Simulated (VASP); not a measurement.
# HW8C8 in VASP: a series of runs

The runs below take HW8C8 through single point, with PBE.

Everything below comes from runs of VASP 6.6.1. Logs are shortened: lines on timing, memory, paths and dates and some standing lists are left out, and cuts for length are marked.

### 1 The cell of the first run

The cell holds a slab with vacuum, 17 atoms: a = 5.789 Å, b = 5.789 Å, c = 16.248 Å, α = 90.00°, β = 90.00°, γ = 120.00°.

### 2 Single point, PBE

Input file INCAR:

```
PREC     = Accurate       # precision mode
ENCUT    = 520            # plane-wave cutoff, eV
EDIFF    = 1E-7           # SCF threshold, eV
ISMEAR   = 0              # smearing method
SIGMA    = 0.15           # smearing width, eV
LREAL    = Auto         
LASPH    = True           # aspherical terms in the spheres
NELM     = 80             # most SCF steps
ALGO     = Normal         # electronic algorithm
ISIF     = 2              # what is computed and relaxed
LWAVE    = False          # write WAVECAR
LCHARG   = False          # write CHGCAR
GGA      = PE             # functional
NBANDS   = 86             # bands
```

Input file KPOINTS:

```
regular mesh
0
Gamma
  5 5 1
```

Input file POSCAR:

```
HW8C8
1.0
    5.7891000000      0.0000000000      0.0000000000
   -2.8945500000      5.0135080000      0.0000000000
    0.0000000000      0.0000000000     16.2481650000
W C H
8 8 1
Direct
    0.0000000000      0.0000000000      0.0615454114
   -0.0004216105     -0.0002223992      0.2378238404
    0.0000000000      0.5000000000      0.0615454114
   -0.0001482617      0.4999128355      0.2381134116
    0.5000000000      0.0000000000      0.0615454114
    0.4999733946     -0.0002076390      0.2378452582
    0.5000000000      0.5000000000      0.0615454114
    0.4999661311      0.5001468034      0.2378504280
    0.3332568152      0.1666082910      0.1440158935
    0.3330586654      0.1665035739      0.3144028264
    0.3329724431      0.6664696656      0.1428007409
    0.3363803044      0.6681882227      0.3067979061
    0.8334312764      0.1669731055      0.1427796308
    0.8315316871      0.1633141904      0.3067868895
    0.8334146830      0.6664417410      0.1427842467
    0.8315355137      0.6681985947      0.3067878127
    0.3324206462      1.1660998646      0.3815505936
```

Potentials or basis: VASP PAW PBE potentials, release 64 (W_sv, C, H).

Command:

```bash
> cat potpaw_PBE.64/W_sv/POTCAR potpaw_PBE.64/C/POTCAR potpaw_PBE.64/H/POTCAR > POTCAR
> mpirun -np 1 vasp_std > vasp.out
```

OUTCAR:

```text
PREC = Accurate
   ENCUT = 520
   EDIFF = 1E-7
   ISMEAR = 0
   LREAL = Auto
   LASPH = True
   NELM = 80
   ISIF = 2
   GGA = PE

 ion  position               nearest neighbor table
   1  0.000  0.000  0.062-  13 2.13  15 2.13   9 2.14   2 2.86   5 2.89   5 2.89   3 2.89   3 2.89
                             7 2.89   7 2.89
   2  1.000  1.000  0.238-  16 2.00  14 2.00  10 2.08   9 2.26  15 2.28  13 2.28   1 2.86   6 2.89
                             8 2.89   4 2.89   4 2.89   8 2.90   6 2.90
   3  0.000  0.500  0.062-  11 2.13  13 2.13  15 2.13   4 2.87   7 2.89   7 2.89   5 2.89   1 2.89
                             1 2.89   5 2.89
   4  1.000  0.500  0.238-  12 2.02  14 2.02  16 2.02  13 2.28  15 2.28  11 2.28   3 2.87   8 2.89
                             2 2.89   6 2.89   6 2.89   2 2.89   8 2.89
   5  0.500  0.000  0.062-  13 2.13  11 2.13   9 2.14   6 2.86   1 2.89   1 2.89   3 2.89   7 2.89
                             7 2.89   3 2.89
   6  0.500  1.000  0.238-  14 2.00  12 2.00  10 2.08   9 2.26  11 2.28  13 2.28   5 2.86   2 2.89
                             8 2.89   4 2.89   4 2.89   8 2.90   2 2.90
   7  0.500  0.500  0.062-  15 2.13  11 2.13   9 2.14   8 2.86   3 2.89   3 2.89   5 2.89   5 2.89
                             1 2.89   1 2.89
   8  0.500  0.500  0.238-  16 2.00  12 2.00  10 2.08   9 2.26  11 2.28  15 2.28   7 2.86   2 2.89
                             6 2.89   4 2.89   4 2.89   6 2.90   2 2.90
   9  0.333  0.167  0.144-   1 2.14   5 2.14   7 2.14   6 2.26   8 2.26   2 2.26
  10  0.333  0.167  0.314-  17 1.09   2 2.08   6 2.08   8 2.08
  11  0.333  0.666  0.143-   3 2.13   7 2.13   5 2.13   6 2.28   8 2.28   4 2.28
  12  0.336  0.668  0.307-   6 2.00   8 2.00   4 2.02
  13  0.833  0.167  0.143-   3 2.13   5 2.13   1 2.13   2 2.28   6 2.28   4 2.28
  14  0.832  0.163  0.307-   6 2.00   2 2.00   4 2.02
  15  0.833  0.666  0.143-   3 2.13   7 2.13   1 2.13   2 2.28   8 2.28   4 2.28
  16  0.832  0.668  0.307-   8 2.00   2 2.00   4 2.02
  17  0.332  0.166  0.382-  10 1.09

  LATTYP: Found a hexagonal cell.
 ALAT       =     5.7891000000
 C/A-ratio  =     2.8066823859

  Lattice vectors:

 A1 = (   5.7891000000,   0.0000000000,   0.0000000000)
 A2 = (  -2.8945500000,   5.0135080000,   0.0000000000)
 A3 = (   0.0000000000,   0.0000000000,  16.2481650000)

Analysis of symmetry for initial positions (statically):
=====================================================================
 Subroutine PRICEL returns:
 Original cell was already a primitive cell.

 Routine SETGRP: Setting up the symmetry group for a
 hexagonal supercell.

 Subroutine GETGRP returns: Found  1 space group operations
 (whereof  1 operations were pure point group operations)
 out of a pool of 24 trial point group operations.

The static configuration has the point symmetry C_1 .

Analysis of symmetry for dynamics (positions and initial velocities):
=====================================================================
 Subroutine PRICEL returns:
 Original cell was already a primitive cell.

 Routine SETGRP: Setting up the symmetry group for a
 hexagonal supercell.

 Subroutine GETGRP returns: Found  1 space group operations
 (whereof  1 operations were pure point group operations)
 out of a pool of 24 trial point group operations.

The dynamic configuration has the point symmetry C_1 .

 Subroutine INISYM returns: Found  1 space group operations
 (whereof  1 operations are pure point group operations),
 and found     1 'primitive' translations

----------------------------------------------------------------------------------------

                                     Primitive cell

  volume of cell :     471.5819

  direct lattice vectors                    reciprocal lattice vectors
     5.789100000  0.000000000  0.000000000     0.172738422  0.099730568  0.000000000
    -2.894550000  5.013508000  0.000000000     0.000000000  0.199461136  0.000000000
     0.000000000  0.000000000 16.248165000     0.000000000  0.000000000  0.061545411

  length of vectors
     5.789100000  5.789100290 16.248165000     0.199461146  0.199461136  0.061545411

  position of ions in fractional coordinates (direct lattice)
     0.000000000  0.000000000  0.061545411
     0.999578390  0.999777601  0.237823840
     0.000000000  0.500000000  0.061545411
     0.999851738  0.499912835  0.238113412
     0.500000000  0.000000000  0.061545411
     0.499973395  0.999792361  0.237845258
[... 9 lines left out ...]
     0.831535514  0.668198595  0.306787813
     0.332420646  0.166099865  0.381550594

  ion indices of the primitive-cell ions
   primitive index   ion index
                 1           1
                 2           2
                 3           3
                 4           4
                 5           5
                 6           6
[... 9 lines left out ...]
                16          16
                17          17

----------------------------------------------------------------------------------------

 KPOINTS: regular mesh

Automatic generation of k-mesh.
 Grid dimensions read from file:
 generate k-points for:    5    5    1

 Generating k-lattice:

  Cartesian coordinates                     Fractional coordinates (reciprocal lattice)
     0.034547684  0.019946114  0.000000000     0.200000000  0.000000000  0.000000000
     0.000000000  0.039892227  0.000000000     0.000000000  0.200000000  0.000000000
     0.000000000  0.000000000  0.061545411     0.000000000  0.000000000  1.000000000

  Length of vectors
     0.039892229  0.039892227  0.061545411

  Shift w.r.t. Gamma in fractional coordinates (k-lattice)
     0.000000000  0.000000000  0.000000000

 Subroutine IBZKPT returns following result:
 ===========================================

 Found     13 irreducible k-points:

 Following reciprocal coordinates:
            Coordinates               Weight
  0.000000  0.000000  0.000000      1.000000
  0.200000 -0.000000  0.000000      2.000000
  0.000000  0.200000  0.000000      2.000000
 -0.200000  0.200000  0.000000      2.000000
  0.400000 -0.000000  0.000000      2.000000
  0.000000  0.400000  0.000000      2.000000
 -0.400000  0.400000  0.000000      2.000000
  0.200000  0.200000  0.000000      2.000000
 -0.200000  0.400000  0.000000      2.000000
 -0.400000  0.200000  0.000000      2.000000
  0.400000  0.200000  0.000000      2.000000
 -0.200000 -0.400000  0.000000      2.000000
  0.400000  0.400000  0.000000      2.000000
   k-points           NKPTS =     13   k-points in BZ     NKDIM =     13   number of bands    NBANDS=     86
   number of dos      NEDOS =    301   number of ions     NIONS =     17
   total plane-waves  NPLWV = 290304
   dimension x,y,z NGX =    48 NGY =   48 NGZ =  126
   dimension x,y,z NGXF=    96 NGYF=   96 NGZF=  252
   ions per type =               8   8   1
   NGX,Y,Z   is equivalent  to a cutoff of  13.78, 13.78, 12.89 a.u.
   NGXF,Y,Z  is equivalent  to a cutoff of  27.57, 27.57, 25.78 a.u.
 SYSTEM =  unknown system
   PREC   = accura    normal or accurate (medium, high low for compatibility)
   ISTART =      0    job   : 0-new  1-cont  2-samecut
   ICHARG =      2    charge: 1-file 2-atom 10-const
   ISPIN  =      1    spin polarized calculation?
   LNONCOLLINEAR =      F non collinear calculations
   LSORBIT =      F    spin-orbit coupling
   LASPH  =      T    aspherical Exc in radial PAW
   ENCUT  =  520.0 eV  38.22 Ry    6.18 a.u.  10.76 10.76 30.21*2*pi/ulx,y,z
   NELM   =     80;   NELMIN=  2; NELMDL= -5     # of ELM steps
   EDIFF  = 0.1E-06   stopping-criterion for ELM
   LREAL  =      T    real-space projection
   EDIFFG = 0.1E-05   stopping-criterion for IOM
   NSW    =      0    number of steps for IOM
   IBRION =     -1    ionic relax: 0-MD 1-quasi-New 2-CG
   NFREE  =      0    steps in history (QN), initial steepest desc. (CG)
   ISIF   =      2    stress and relaxation
   ISYM   =      2    0-nonsym 1-usesym 2-fastsym
   POTIM  = 0.5000    time-step for ionic-motion
   TEBEG  =    0.0;   TEEND  =   0.0 temperature during run
   PSTRESS=    0.0 pullay stress
   NELECT =     145.0000    total number of electrons
   NUPDOWN=      -1.0000    fix difference up-down
   EMIN   =  10.00;   EMAX   =-10.00  energy-range for DOS
   EFERMI =   0.00;   METHOD = LEGACY
   ISMEAR =     0;   SIGMA  =   0.15  broadening in eV -4-tet -1-fermi 0-gaus
   EFERMI_NEDOS =   21; number of points for ismear=-14 and -15
   IALGO  =     38    algorithm
   IMIX   =      4    mixing-type and parameters
     AMIX     =   0.40;   BMIX     =  1.00
     AMIX_MAG =   1.60;   BMIX_MAG =  1.00
  volume/ion in A,a.u.               =      27.74       187.20
  Fermi-wavevector in a.u.,A,eV,Ry     =   1.104956  2.088065 16.611742  1.220929
  Thomas-Fermi vector in A             =   2.241437
   LORBIT       =      0    0 simple, 1 ext, 2 COOP (PROOUT), +10 PAW based schemes
   GGA     = PE    functional components
   LHFCALC =     F    Hartree Fock is set to
   AEXX    =    0.0000 exact exchange contribution
   IVDW    =     0    specifies the selected vdW correction
   LEPSILON=     F    determine dielectric tensor
   LRPA    =     F    only Hartree local field effects (RPA)
 non-spin polarized calculation
 Gauss-broadening in eV      SIGMA  =   0.15
  energy-cutoff  :      520.00
  volume of cell :      471.58
 maximum number of plane-waves:     12709
 NGX is ok and might be reduce to    48
   NGX = 21   NGY = 21   NGZ = 61

 number of electron     144.9999993 magnetization

 Free energy of the ion-electron system (eV)
  ---------------------------------------------------
  ext. energy  EPLUGINS =         0.00000000
  ---------------------------------------------------
  free energy    TOTEN  =      -167.15506468 eV

  energy without entropy =     -167.09730607  energy(sigma->0) =     -167.12618537

 E-fermi :   0.5568     XC(G=0):  -6.1377

 val. band max:        0.3990968071   @ k =   0.0000   0.2000   0.0000
 cond. band min:       0.5884322423   @ k =   0.2000  -0.0000   0.0000
 fundamental gap:      0.1893354352
 Fermi energy:         0.5567856369

 k-point     1 :       0.0000    0.0000    0.0000
  band No.  band energies     occupation
      1     -73.3586      2.00000
      2     -73.3102      2.00000
      3     -73.3003      2.00000
      4     -73.3002      2.00000
      5     -73.2939      2.00000
      6     -73.2218      2.00000
[... 76 lines left out ...]
     83       3.3097      0.00000
     84       3.9687      0.00000

 k-point     2 :       0.2000   -0.0000    0.0000
  band No.  band energies     occupation
      1     -73.3529      2.00000
      2     -73.3092      2.00000
      3     -73.3040      2.00000
      4     -73.3003      2.00000
      5     -73.2941      2.00000
      6     -73.2206      2.00000
[... 946 lines left out ...]
     83       2.8191      0.00000
     84       2.8844      0.00000

 k-point    13 :       0.4000    0.4000    0.0000
  band No.  band energies     occupation
      1     -73.3270      2.00000
      2     -73.3261      2.00000
      3     -73.3123      2.00000
      4     -73.2995      2.00000
      5     -73.2903      2.00000
      6     -73.2133      2.00000
[... 76 lines left out ...]
     83       2.8192      0.00000
     84       2.8843      0.00000
 [bands above 84 left out]

------------------------ aborting loop because EDIFF is reached ----------------------------------------

  FORCE on cell =-STRESS in cart. coord.  units (eV):
  Direction    XX          YY          ZZ          XY          YZ          ZX
  --------------------------------------------------------------------------------------
  -------------------------------------------------------------------------------------
  Total        9.7344231      9.7143828      0.8570862      0.0136702      0.0279586      0.0395481
  in kB       33.0722482     33.0041622      2.9119103      0.0464438      0.0949881      0.1343627
  external PRESSURE =      22.9961069 kB  Pullay stress =       0.0000000 kB

 VOLUME and BASIS-vectors are now :
 -----------------------------------------------------------------------------
  energy-cutoff  :      520.00
  volume of cell :      471.58
      direct lattice vectors                 reciprocal lattice vectors
     5.789100000  0.000000000  0.000000000     0.172738422  0.099730568  0.000000000
    -2.894550000  5.013508000  0.000000000     0.000000000  0.199461136  0.000000000
     0.000000000  0.000000000 16.248165000     0.000000000  0.000000000  0.061545411

 POSITION                                       TOTAL-FORCE (eV/Angst)
 -----------------------------------------------------------------------------------
      0.00000      0.00000      1.00000         0.106784      0.060935     -0.042219
      2.89275      5.01239      3.86420         0.018698      0.010810     -0.026942
     -1.44728      2.50675      1.00000        -0.001545     -0.000953     -0.111393
      4.34122      2.50632      3.86891         0.000776      0.001110     -0.033341
      2.89455      0.00000      1.00000        -0.112003      0.060489     -0.039449
      0.00045      5.01247      3.86455        -0.018378      0.011347     -0.029071
[... 9 lines left out ...]
      2.87971      3.35002      4.98474        -0.000626      0.000045      0.086658
      1.44363      0.83274      6.19950         0.005031      0.004075      0.017051
 -----------------------------------------------------------------------------------
    total drift:                               -0.001610     -0.002280     -0.009917

  FREE ENERGIE OF THE ION-ELECTRON SYSTEM (eV)
  ---------------------------------------------------
  free  energy   TOTEN  =      -167.1550646761 eV

  energy  without entropy=     -167.0973060658  energy(sigma->0) =     -167.12618537
```

It took 53 min on 1 thread of Intel Xeon 8259CL, shared host; peak memory 0.8 GiB.

What came out:

```yaml
Free_energy: -167.1551 eV
Largest_force: 0.134 eV/Å
Band_gap_on_the_k_mesh: zero (an odd number of electrons rules out a gap without spin polarisation)
```

Forces in eV/Å, atoms in the order of the input:
```
W    0.107  0.061 -0.042
W    0.019  0.011 -0.027
W   -0.002 -0.001 -0.111
W    0.001  0.001 -0.033
W   -0.112  0.060 -0.039
W   -0.018  0.011 -0.029
W   -0.003 -0.128 -0.039
W    0.001 -0.021 -0.029
C    0.000  0.001  0.010
C    0.002  0.001  0.063
C   -0.003 -0.001 -0.002
C    0.000 -0.001  0.087
C    0.001  0.001  0.001
C    0.000 -0.001  0.086
C    0.002  0.001  0.001
C   -0.001  0.000  0.087
H    0.005  0.004  0.017
```

Caveat: there is no dipole correction, which matters where the two faces differ; spin-orbit coupling is left out, which moves the levels of the heavy elements; an odd number of electrons without spin polarisation forces a metal; a magnetic or distorted state may lie lower.

### 3 Single point, PBE

Input file INCAR:

```
PREC = Accurate ; ENCUT = 520
EDIFF = 1E-6 ; ISMEAR = 0
SIGMA = 0.15 ; LREAL = Auto
LASPH = T ; NELM = 60
ALGO = Normal ; ISIF = 2
LWAVE = F ; LCHARG = F
GGA = PE ; NBANDS = 86
```

Input file KPOINTS:

```
Automatic mesh
0
Gamma
  5 5 1
```

Input file POSCAR:

```
HW8C8
1.0
    5.7891000000      0.0000000000      0.0000000000
   -2.8945500000      5.0135080000      0.0000000000
    0.0000000000      0.0000000000     16.2481650000
W C H
8 8 1
Direct
    0.0000000000      0.0000000000      0.0615454114
   -0.0001482617     -0.0000871645      0.2381134116
    0.0000000000      0.5000000000      0.0615454114
   -0.0004216105      0.4997776008      0.2378238404
    0.5000000000      0.0000000000      0.0615454114
    0.4999661311      0.0001468034      0.2378504280
    0.5000000000      0.5000000000      0.0615454114
    0.4999733946      0.4997923610      0.2378452582
    0.3329724431      0.1664696656      0.1428007409
    0.3363804041      0.1681884222      0.3067979061
    0.3332568152      0.6666082910      0.1440158935
    0.3330586654      0.6665035739      0.3144028264
    0.8334146830      0.1664417410      0.1427842467
    0.8315356134      0.1681987941      0.3067878127
    0.8334312764      0.6669731055      0.1427796308
    0.8315316871      0.6633141904      0.3067868895
    0.3324209187      0.6661000641      0.3815505936
```

Potentials or basis: VASP PAW PBE potentials, release 64 (W_sv, C, H).

Command:

```bash
> cat potpaw_PBE.64/W_sv/POTCAR potpaw_PBE.64/C/POTCAR potpaw_PBE.64/H/POTCAR > POTCAR
> mpirun -np 1 vasp_std > vasp.out
```

Wall time 50 min (1 thread of Intel Xeon 8259CL, shared host); peak memory 0.77 GiB.

Results (log left out):

```
Free energy            : -167.1551 eV
Largest force          : 0.134 eV/Å
Band gap on the k mesh : zero (an odd number of electrons rules out a gap without spin polarisation)
```

Forces in eV/Å, atoms in the order of the input:
```
W   -0.002 -0.001 -0.111
W    0.001  0.001 -0.033
W    0.107  0.061 -0.042
W    0.019  0.011 -0.027
W   -0.003 -0.128 -0.039
W    0.001 -0.021 -0.029
W   -0.112  0.060 -0.039
W   -0.018  0.011 -0.029
C   -0.003 -0.001 -0.002
C    0.000 -0.001  0.087
C    0.000  0.001  0.010
C    0.002  0.001  0.063
C    0.002  0.001  0.001
C   -0.001  0.000  0.087
C    0.001  0.001  0.001
C    0.000 -0.001  0.086
H    0.005  0.004  0.017
```

Levels at points of the mesh, in eV from the Fermi level:
```tsv
k point	band 70	band 71	band 72	band 73	band 74	band 75	band 76	band 77
(0.00, 0.00, 0.00)	0.34	0.34	0.46	0.46	0.50	1.20	1.35	1.35
```

Caveat: there is no dipole correction, which matters where the two faces differ; spin-orbit coupling is left out, which moves the levels of the heavy elements; an odd number of electrons without spin polarisation forces a metal; a magnetic or distorted state may lie lower.

The gap in the log of VASP goes by the Fermi energy; the results here count the filled bands.